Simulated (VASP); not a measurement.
## Fe: single point with PBEsol

Fe:

```
CELL_PARAMETERS angstrom
0.00000 0.00000 3.79700
2.34700 0.00000 0.00000
0.00000 4.06512 0.00000
ATOMIC_POSITIONS crystal
Fe 0.25000 0.00000 0.33333
Fe 0.25000 0.50000 0.83333
Fe 0.75000 0.50000 0.16667
Fe 0.75000 0.00000 0.66667
```

This isn't the form of Fe at room conditions, which is bcc.

```yaml
Program: VASP 6.6.1
Task: single point
Functional: PBEsol
Potentials_or_basis: VASP PAW PBE potentials, release 64 (Fe)
Cutoff: 520 eV
k_mesh: 7 × 11 × 7
Occupations: fermi-dirac, width 0.1 eV
Spin: no spin polarisation
```

```
Pressure               : 30.9 GPa
Largest force          : 0.012 eV/Å
Band gap on the k mesh : zero (bands 16 and 17 overlap by 2.07 eV)
```

Forces in eV/Å, atoms in the order of the input:
```
Fe   0.000  0.012  0.000
Fe   0.000  0.012  0.000
Fe   0.000 -0.012  0.000
Fe   0.000 -0.012  0.000
```

Stress tensor (GPa, compression positive):
```
35.28  0.00  0.00
 0.00 35.20  0.00
 0.00  0.00 22.36
```

Levels at points of the mesh, in eV from the Fermi level:
```csv
k point,band 12,band 13,band 14,band 15,band 16,band 17,band 18,band 19,band 20,band 21
"(0.00, 0.00, 0.00)",-1.43,-1.43,-1.35,-0.87,-0.87,0.25,0.85,0.86,1.08,1.24
```

Wall time 26 s on 1 thread of Intel(R) Xeon(R) 6975P-C (Granite Rapids) (shared host), peak memory 0.18 GiB.

Caveat: the cell stands under pressure; the PAW data sets were made with another functional, which shifts forces and pressure a little; the run has no spin polarisation, though such a crystal can be magnetic. Spin polarisation is off, so any magnetic state and its effect on volume and gap are missing.
